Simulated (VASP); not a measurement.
**C: relaxation of cell and atoms with PBEsol**

The system is C.

```
CELL_PARAMETERS angstrom
0.00000 1.78337 1.78337
1.78337 0.00000 1.78337
1.78337 1.78337 0.00000
ATOMIC_POSITIONS crystal
C 0.75000 0.75000 0.75000
C 0.50000 0.50000 0.50000
```

```yaml
Program: VASP 6.6.1
Task: relaxation of cell and atoms
Functional: PBEsol
Potentials_or_basis: VASP PAW PBE potentials, release 64 (C)
Cutoff: 600 eV
k_mesh: 13 × 13 × 13
Occupations: fermi-dirac, width 0.05 eV
Spin: no spin polarisation
Target_pressure: 10 GPa
Dipole_correction: no
Further_INCAR_settings: ALGO = Normal; EDIFF = 1e-06; IBRION = 2; EDIFFG = -0.02; NSW = 80; ISIF = 3
```

```json
{"Relaxed volume": "5.50 Å³/atom", "Relaxed cell": "a = 2.496 Å, b = 2.496 Å, c = 2.496 Å, α = 60.00°, β = 60.00°, γ = 60.00°", "Space group after relaxing (to 0.05 Å)": "Fd-3m (No. 227)", "Energy change on relaxing (the enthalpy is what falls)": "+2.8 meV/atom", "Ionic steps": "3", "Pressure after relaxing": "9.8 GPa", "Band gap on the k mesh": "4.08 eV, indirect (least direct gap 5.62 eV)"}
```

Step by step:
```tsv
step	energy change (eV)	largest force (eV/Å)	pressure (GPa)	volume (Å³)
1	0.0000	0.0000	-4.40	11.34
2	0.0668	0.0000	32.75	10.53
3	0.0055	0.0000	9.84	11.00
```

Final structure:
```
CELL_PARAMETERS angstrom
0.00000 1.76501 1.76501
1.76501 0.00000 1.76501
1.76501 1.76501 0.00000
ATOMIC_POSITIONS crystal
C 0.75000 0.75000 0.75000
C 0.50000 0.50000 0.50000
```

Levels at points of the mesh, in eV from the valence-band top:
```csv
k point,band 1,band 2,band 3,band 4,band 5,band 6,band 7,band 8
"(0.00, 0.00, 0.00)",-21.94,0.00,0.00,0.00,5.62,5.62,5.62,14.08
```

Run time: 30 s on 1 thread of AMD EPYC 7R43 64-Core Processor (Zen 3) (shared host), peak memory 0.08 GiB.

Caveat: the cell is relaxed towards a set pressure, so the enthalpy falls and the energy may rise; the PAW data sets were made with another functional, which shifts forces and pressure a little. Expect the measured gap to be larger: semilocal functionals such as PBEsol lack the derivative discontinuity.
